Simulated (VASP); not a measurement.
# As (R-3m) in VASP: single point with PBE

Aim: the single point of As with PBE.

Program: VASP 6.6.1. These are calculated values, not measurements. Logs are shortened: lines on timing, memory, paths and dates and some standing lists are left out, and cuts for length are marked.

## (1) The cell of the first run

The structure is trigonal, space group R-3m (No. 166). Conventional cell: a = 3.822 Å, b = 3.822 Å, c = 9.982 Å, α = 90.00°, β = 90.00°, γ = 120.00°. As (site symmetry 3m) has 6 As at 2.58 to 2.97 Å within 3.4 Å.

## (2) Single point, PBE (Sb replaced by As, lengths x 0.914, strained)

File INCAR:

```
PREC = Accurate ; ENCUT = 520
EDIFF = 1E-6 ; ISMEAR = 0
SIGMA = 0.1 ; LREAL = F
LASPH = T ; NELM = 60
ALGO = Normal ; ISIF = 2
LWAVE = F ; LCHARG = F
GGA = PE ; NBANDS = 12
```

File KPOINTS:

```
Automatic mesh
0
Gamma
  15 15 15
```

File POSCAR:

```
As
1.0
    1.9111763178      1.1034181616      3.3271845203
   -1.9111763178      1.1034181616      3.3271845203
    0.0000000000     -2.2068363230      3.3271845203
As
2
Direct
    0.2336400000      0.2336400000      0.2336400000
    0.7663600000      0.7663600000      0.7663600000
```

Potentials or basis: VASP PAW PBE potentials, release 64 (As).

Started as:

```bash
> cat potpaw_PBE.64/As/POTCAR > POTCAR
> mpirun -np 1 vasp_std > vasp.out
```

OUTCAR:

```text
PREC = Accurate
   ENCUT = 520
   EDIFF = 1E-6
   ISMEAR = 0
   LREAL = F
   LASPH = T
   NELM = 60
   ISIF = 2
   GGA = PE

 ion  position               nearest neighbor table
   1  0.234  0.234  0.234-   2 2.58   2 2.58   2 2.58
   2  0.766  0.766  0.766-   1 2.58   1 2.58   1 2.58

  LATTYP: Found a trigonal (rhomboedric) cell.
 ALAT       =     3.9925284456
 COS(alpha) =     0.5417151843

  Lattice vectors:

 A1 = (   1.9111763178,   1.1034181616,   3.3271845203)
 A2 = (  -1.9111763178,   1.1034181616,   3.3271845203)
 A3 = (   0.0000000000,  -2.2068363230,   3.3271845203)

Analysis of symmetry for initial positions (statically):
=====================================================================
 Subroutine PRICEL returns:
 Original cell was already a primitive cell.

 Routine SETGRP: Setting up the symmetry group for a
 trigonal (rhombohedral) supercell.

 Subroutine GETGRP returns: Found 12 space group operations
 (whereof 12 operations were pure point group operations)
 out of a pool of 12 trial point group operations.

The static configuration has the point symmetry D_3d.

Analysis of symmetry for dynamics (positions and initial velocities):
=====================================================================
 Subroutine PRICEL returns:
 Original cell was already a primitive cell.

 Routine SETGRP: Setting up the symmetry group for a
 trigonal (rhombohedral) supercell.

 Subroutine GETGRP returns: Found 12 space group operations
 (whereof 12 operations were pure point group operations)
 out of a pool of 12 trial point group operations.

The dynamic configuration has the point symmetry D_3d.

 Subroutine INISYM returns: Found 12 space group operations
 (whereof 12 operations are pure point group operations),
 and found     1 'primitive' translations

----------------------------------------------------------------------------------------

                                     Primitive cell

  volume of cell :      42.0987

  direct lattice vectors                    reciprocal lattice vectors
     1.911176318  1.103418162  3.327184520     0.261618981  0.151045789  0.100184805
    -1.911176318  1.103418162  3.327184520    -0.261618981  0.151045789  0.100184805
     0.000000000 -2.206836323  3.327184520     0.000000000 -0.302091578  0.100184805

  length of vectors
     3.992528446  3.992528446  3.992528446     0.318270823  0.318270823  0.318270823

  position of ions in fractional coordinates (direct lattice)
     0.233640000  0.233640000  0.233640000
     0.766360000  0.766360000  0.766360000

  ion indices of the primitive-cell ions
   primitive index   ion index
                 1           1
                 2           2

----------------------------------------------------------------------------------------

 KPOINTS: Automatic mesh

Automatic generation of k-mesh.
 Grid dimensions read from file:
 generate k-points for:   15   15   15

 Generating k-lattice:

  Cartesian coordinates                     Fractional coordinates (reciprocal lattice)
     0.017441265  0.010069719  0.006678987     0.066666667 -0.000000000 -0.000000000
    -0.017441265  0.010069719  0.006678987    -0.000000000  0.066666667 -0.000000000
     0.000000000 -0.020139439  0.006678987     0.000000000  0.000000000  0.066666667

  Length of vectors
     0.021218055  0.021218055  0.021218055

  Shift w.r.t. Gamma in fractional coordinates (k-lattice)
     0.000000000  0.000000000  0.000000000

 Subroutine IBZKPT returns following result:
 ===========================================

 Found    344 irreducible k-points:

 Following reciprocal coordinates:
            Coordinates               Weight
  0.000000  0.000000  0.000000      1.000000
  0.066667  0.000000  0.000000      6.000000
  0.133333  0.000000  0.000000      6.000000
  0.200000  0.000000  0.000000      6.000000
  0.266667  0.000000  0.000000      6.000000
  0.333333 -0.000000  0.000000      6.000000
[... 16 lines left out ...]
  0.133333  0.133333  0.000000      6.000000
  0.200000  0.133333  0.000000     12.000000
 [... further k-points ...]
   k-points           NKPTS =    344   k-points in BZ     NKDIM =    344   number of bands    NBANDS=     12
   number of dos      NEDOS =    301   number of ions     NIONS =      2
   total plane-waves  NPLWV =  27000
   dimension x,y,z NGX =    30 NGY =   30 NGZ =   30
   dimension x,y,z NGXF=    60 NGYF=   60 NGZF=   60
   ions per type =               2
   NGX,Y,Z   is equivalent  to a cutoff of  12.49, 12.49, 12.49 a.u.
   NGXF,Y,Z  is equivalent  to a cutoff of  24.98, 24.98, 24.98 a.u.
 SYSTEM =  unknown system
   PREC   = accura    normal or accurate (medium, high low for compatibility)
   ISTART =      0    job   : 0-new  1-cont  2-samecut
   ICHARG =      2    charge: 1-file 2-atom 10-const
   ISPIN  =      1    spin polarized calculation?
   LNONCOLLINEAR =      F non collinear calculations
   LSORBIT =      F    spin-orbit coupling
   LASPH  =      T    aspherical Exc in radial PAW
   ENCUT  =  520.0 eV  38.22 Ry    6.18 a.u.   7.42  7.42  7.42*2*pi/ulx,y,z
   NELM   =     60;   NELMIN=  2; NELMDL= -5     # of ELM steps
   EDIFF  = 0.1E-05   stopping-criterion for ELM
   LREAL  =      F    real-space projection
   EDIFFG = 0.1E-04   stopping-criterion for IOM
   NSW    =      0    number of steps for IOM
   IBRION =     -1    ionic relax: 0-MD 1-quasi-New 2-CG
   NFREE  =      0    steps in history (QN), initial steepest desc. (CG)
   ISIF   =      2    stress and relaxation
   ISYM   =      2    0-nonsym 1-usesym 2-fastsym
   POTIM  = 0.5000    time-step for ionic-motion
   TEBEG  =    0.0;   TEEND  =   0.0 temperature during run
   PSTRESS=    0.0 pullay stress
   NELECT =      10.0000    total number of electrons
   NUPDOWN=      -1.0000    fix difference up-down
   EMIN   =  10.00;   EMAX   =-10.00  energy-range for DOS
   EFERMI =   0.00;   METHOD = LEGACY
   ISMEAR =     0;   SIGMA  =   0.10  broadening in eV -4-tet -1-fermi 0-gaus
   EFERMI_NEDOS =   21; number of points for ismear=-14 and -15
   IALGO  =     38    algorithm
   IMIX   =      4    mixing-type and parameters
     AMIX     =   0.40;   BMIX     =  1.00
     AMIX_MAG =   1.60;   BMIX_MAG =  1.00
  volume/ion in A,a.u.               =      21.05       142.05
  Fermi-wavevector in a.u.,A,eV,Ry     =   1.013877  1.915949 13.986055  1.027946
  Thomas-Fermi vector in A             =   2.147071
   LORBIT       =      0    0 simple, 1 ext, 2 COOP (PROOUT), +10 PAW based schemes
   GGA     = PE    functional components
   LHFCALC =     F    Hartree Fock is set to
   AEXX    =    0.0000 exact exchange contribution
   IVDW    =     0    specifies the selected vdW correction
   LEPSILON=     F    determine dielectric tensor
   LRPA    =     F    only Hartree local field effects (RPA)
 non-spin polarized calculation
 Gauss-broadening in eV      SIGMA  =   0.10
  energy-cutoff  :      520.00
  volume of cell :       42.10
 maximum number of plane-waves:      1147
 NGX is ok and might be reduce to    30
   NGX = 15   NGY = 15   NGZ = 15

 number of electron      10.0000000 magnetization

 number of electron       9.9999998 magnetization

 Free energy of the ion-electron system (eV)
  ---------------------------------------------------
  ext. energy  EPLUGINS =         0.00000000
  ---------------------------------------------------
  free energy    TOTEN  =        -9.30032945 eV

  energy without entropy =       -9.29971135  energy(sigma->0) =       -9.30002040

 E-fermi :   5.6102     XC(G=0): -10.1146

 val. band max:        5.6100691473   @ k =   0.3333   0.2000   0.2000
 cond. band min:       5.6720584766   @ k =   0.4000   0.0667   0.0667
 fundamental gap:      0.0619893293
 Fermi energy:         5.6102317479

 k-point     1 :       0.0000    0.0000    0.0000
  band No.  band energies     occupation
      1      -9.3193      2.00000
      2       0.0036      2.00000
      3       3.3284      2.00000
      4       3.6083      2.00000
      5       3.6083      2.00000
      6       8.1291      0.00000
      7       8.8673      0.00000
      8       8.8673      0.00000
      9      11.9253      0.00000
     10      11.9253      0.00000
     11      12.1735      0.00000
     12      14.0147      0.00000

 k-point     2 :       0.0667    0.0000    0.0000
  band No.  band energies     occupation
      1      -9.2601      2.00000
      2      -0.2532      2.00000
      3       3.3532      2.00000
      4       3.5895      2.00000
      5       3.6838      2.00000
      6       8.1165      0.00000
      7       8.7083      0.00000
      8       8.7221      0.00000
      9      11.6627      0.00000
     10      11.9117      0.00000
     11      11.9854      0.00000
     12      14.4342      0.00000

 k-point     3 :       0.1333    0.0000    0.0000
  band No.  band energies     occupation
      1      -9.0831      2.00000
      2      -0.9105      2.00000
      3       3.3542      2.00000
      4       3.5406      2.00000
      5       3.9049      2.00000
      6       7.9629      0.00000
      7       8.3037      0.00000
      8       8.3208      0.00000
      9      11.3384      0.00000
     10      11.8959      0.00000
     11      12.0859      0.00000
     12      15.4346      0.00000
[... 286 lines left out ...]
 k-point    23 :       0.1333    0.1333    0.0000
  band No.  band energies     occupation
      1      -9.0191      2.00000
      2      -1.0048      2.00000
      3       2.8051      2.00000
      4       3.0984      2.00000
      5       4.8807      2.00000
      6       6.7710      0.00000
      7       8.4713      0.00000
      8       9.2683      0.00000
      9      11.1526      0.00000
     10      12.4088      0.00000
     11      12.8090      0.00000
     12      14.4398      0.00000

 k-point    24 :       0.2000    0.1333    0.0000
  band No.  band energies     occupation
      1      -8.8127      2.00000
      2      -1.5065      2.00000
      3       2.5623      2.00000
      4       2.9218      2.00000
      5       4.9800      2.00000
      6       6.4859      0.00000
      7       8.4958      0.00000
      8       9.2457      0.00000
      9      10.8409      0.00000
     10      12.8395      0.00000
     11      13.3273      0.00000
     12      14.9407      0.00000

 [... further k-points ...]
[... 5 lines left out ...]
  --------------------------------------------------------------------------------------
  -------------------------------------------------------------------------------------
  Total        0.3038195      0.3038195      0.4507654      0.0000000      0.0000000      0.0000000
  in kB       11.5626439     11.5626439     17.1550546      0.0000000      0.0000000      0.0000000
  external PRESSURE =      13.4267808 kB  Pullay stress =       0.0000000 kB

 VOLUME and BASIS-vectors are now :
 -----------------------------------------------------------------------------
  energy-cutoff  :      520.00
  volume of cell :       42.10
      direct lattice vectors                 reciprocal lattice vectors
     1.911176318  1.103418162  3.327184520     0.261618981  0.151045789  0.100184805
    -1.911176318  1.103418162  3.327184520    -0.261618981  0.151045789  0.100184805
     0.000000000 -2.206836323  3.327184520     0.000000000 -0.302091578  0.100184805

 POSITION                                       TOTAL-FORCE (eV/Angst)
 -----------------------------------------------------------------------------------
      0.00000      0.00000      2.33209         0.000000     -0.000000     -0.386399
      0.00000      0.00000      7.64946         0.000000      0.000000      0.386399
 -----------------------------------------------------------------------------------
    total drift:                                0.000000     -0.000000      0.000000

  FREE ENERGIE OF THE ION-ELECTRON SYSTEM (eV)
  ---------------------------------------------------
  free  energy   TOTEN  =        -9.3003294533 eV

  energy  without entropy=       -9.2997113507  energy(sigma->0) =       -9.30002040
```

Run time: 2.1 min. Hardware: 1 thread of AMD EPYC 7R13 (Zen 3), shared host; peak memory 0.25 GiB.

What came out:

| Quantity | Value |
| --- | --- |
| Free energy | -9.3003 eV |
| Pressure | 1.3 GPa |
| Largest force | 0.386 eV/Å |
| Band gap on the k mesh | zero (band 5 reaches 5.61 eV, above the bottom of band 6 at 5.51 eV) |

Forces on the atoms (eV/Å):
```
As   0.000  0.000 -0.386
As   0.000  0.000  0.386
```

Stress tensor (GPa, compression positive):
```
1.16 0.00 0.00
0.00 1.16 0.00
0.00 0.00 1.72
```

Caveat: the cell differs from its parent crystal (Sb replaced by As, lengths x 0.914, strained).
